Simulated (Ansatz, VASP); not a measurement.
**Two plane-wave programs on Si16Ge**

```xyz
17
Lattice="0.0000 5.4300 5.4300 5.4300 0.0000 5.4300 5.4300 5.4300 0.0000" Properties=species:S:1:pos:R:3 pbc="T T T"
Si   -0.2721    0.2702    0.2663
Si    1.3792    1.4455    1.4414
Si    2.7969    2.6311    0.0234
Si    3.9824    4.0488    1.4415
Si    2.7971    0.0274    2.6270
Si    3.9819    1.4461    4.0455
Si    5.4009    2.6307    2.6269
Si    7.0519    3.8062    3.8024
Si    0.1263    2.8377    2.8358
Si    1.1026    4.3250    4.3214
Si    2.5905    5.3005    2.8370
Si    4.1906    6.6683    4.1997
Si    2.5888    2.8407    5.2964
Si    4.1930    4.2057    6.6649
Si    5.6755    5.1826    5.1783
Si    6.6520    6.6651    6.6641
Ge    8.8173    7.4683    7.4602
```

Alike in both runs: functional PBE; k mesh 2 × 2 × 2; occupations fermi-dirac, width 0.02 eV; no spin polarisation.

Ansatz relaxed the structure, and its values are those at the end. VASP's run is a single point on that final structure, the one shown.

|  | VASP | Ansatz |
| --- | --- | --- |
| version | VASP 6.6.1 | Ansatz 0.2.0 |
| potentials or method | VASP PAW PBE potentials, release 64 (Si, Ge_d), cutoff 520 eV | scalar-relativistic, plane waves, PAW |
| valence electrons in the cell | 78 | 78 |

```tsv
	VASP	Ansatz	Ansatz less VASP
rms of the force components (eV/Å)	0.007	0.007	0.0000
```

The functional is the same, so the differences come from potentials, cutoffs and numerics.

The k mesh is coarse, so the values compare programs but aren't converged.
